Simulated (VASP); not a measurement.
Here is a VASP 6.6.1 calculation.

Contents of INCAR:

```
PREC = Accurate ; ENCUT = 520
EDIFF = 1E-6 ; ISMEAR = -1
SIGMA = 0.05 ; LREAL = Auto
LASPH = T ; NELM = 80
ALGO = Normal ; ISIF = 2
LWAVE = F ; LCHARG = F
GGA = PE ; NBANDS = 32
```

KPOINTS

```
regular mesh
0
Gamma
  3 3 2
```

POSCAR

```
Be16N
1.0
   -2.2900000000     -3.9663960000      0.0000000000
    3.4350000000     -1.9831980000      0.0000000000
    0.0000000000      0.0000000000      7.1768600000
Be N
16 1
Direct
    0.7497790341      0.4985361820      0.0057172334
    0.5035251004      0.3358040804      0.2429225603
    0.7507357647      0.5340081612      0.4917101587
    0.5087786123      0.3410515402      0.7565911318
    0.5035602445     -0.0025813987      0.0065299129
    0.2498160251      0.8367157984      0.2417141593
    0.5079824577     -0.0070262261      0.4927549055
    0.2503442982      0.8416064225      0.7622009245
    0.2498076838      0.4970222495      0.0078342033
   -0.0037752267      0.3356974668      0.2429315347
    0.2503485919      0.4922526026      0.4872195789
   -0.0077009569      0.3400274145      0.7566659442
   -0.0037996189     -0.0024712509      0.0065075856
    0.7497893673      0.8350077816      0.2435945628
   -0.0068687557     -0.0060032026      0.4926691961
    0.7507506634      0.8005802843      0.7578029014
    0.2509219149      0.1672226942      0.6249493066
```

Potentials or basis: VASP PAW PBE potentials, release 64 (Be, N).

The run is started by

```sh
$ cat potpaw_PBE.64/Be/POTCAR potpaw_PBE.64/N/POTCAR > POTCAR
$ mpirun -np 1 vasp_std > vasp.out
```

(1) What does it give for the band gap on the k mesh?

(2) What does it give for the largest force?

Results:

(1) zero (an odd number of electrons rules out a gap without spin polarisation).

(2) 0.057 eV/Å.

Caveat: the k points lie up to 0.53 Å⁻¹ apart, too coarse for converged energies and pressures of a metal.
